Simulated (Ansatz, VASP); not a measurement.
**Two plane-wave programs on As**

The input INCAR:

```
SYSTEM = As
ALGO     = Normal         ! electronic algorithm
DIPOL    = 0.5 0.5 0.500
EDIFF    = 1E-6           ! SCF threshold, eV
ENCUT    = 520            ! plane-wave cutoff, eV
GGA      = PE             ! functional
IDIPOL   = 3            
ISIF     = 2              ! what is computed and relaxed
ISMEAR   = 0              ! smearing method
LASPH    = .True.         ! aspherical terms in the spheres
LCHARG   = .False.        ! write CHGCAR
LDIPOL   = .True.       
LREAL    = .False.        ! projectors in reciprocal space
LWAVE    = .False.        ! write WAVECAR
NBANDS   = 12             ! bands
NELM     = 80             ! most SCF steps
PREC     = Accurate       ! precision mode
SIGMA    = 0.02           ! smearing width, eV
```

Contents of KPOINTS:

```
k-points
0
Gamma
  9 9 1
  0 0 0
```

The input POSCAR:

```
As
1.0
    3.4970000000      0.0000000000      0.0000000000
   -1.7485000000      3.0284908370      0.0000000000
    0.0000000000      0.0000000000     28.0000000000
As
2
Direct
    0.3333333333      0.6666666667      0.5053214286
    0.6666666667      0.3333333333      0.4946785714
```

Input for Ansatz:

```yaml
crystal:
  lattice:
    - [3.497, 0.0, 0.0]
    - [-1.7485, 3.028490837, 0.0]
    - [0.0, 0.0, 28.0]
  atoms:
    - { symbol: As, position: [0.3333333333, 0.6666666667, 0.5053214286] }
    - { symbol: As, position: [0.6666666667, 0.3333333333, 0.4946785714] }
  periodic: [true, true, false]
basis:
  ecutwfc: 420
kpoints:
  mp_grid: { grid: [9, 9, 1] }
hamiltonian:
  xc: pbe
scf:
  occupations: { method: gaussian, width: 0.02 }
output:
  forces: true
  stress: true
  eigenvalues: true
```

Alike in both runs: task single point; functional PBE; k mesh 9 × 9 × 1; occupations gaussian, width 0.02 eV; no spin polarisation.

|  | VASP | Ansatz |
| --- | --- | --- |
| version | VASP 6.6.1 | Ansatz 0.2.0 |
| potentials or method | VASP PAW PBE potentials, release 64 (As), cutoff 520 eV | scalar-relativistic, plane waves, PAW |
| valence electrons in the cell | 10 | 30 |

|  | VASP | Ansatz | Ansatz less VASP |
| --- | --- | --- | --- |
| gap on the k mesh at the Fermi level (eV) | none | none | - |
| rms of the force components (eV/Å) | 2.225 | 2.197 | -0.0279 |

Atom by atom the forces differ by 0.028 eV/Å (rms over components). A gap of «none» marks a metal or a gap that the smearing closes. VASP's potentials hold 10 valence electrons a cell and Ansatz's 30, so a difference there can come from the potentials and not from the codes.
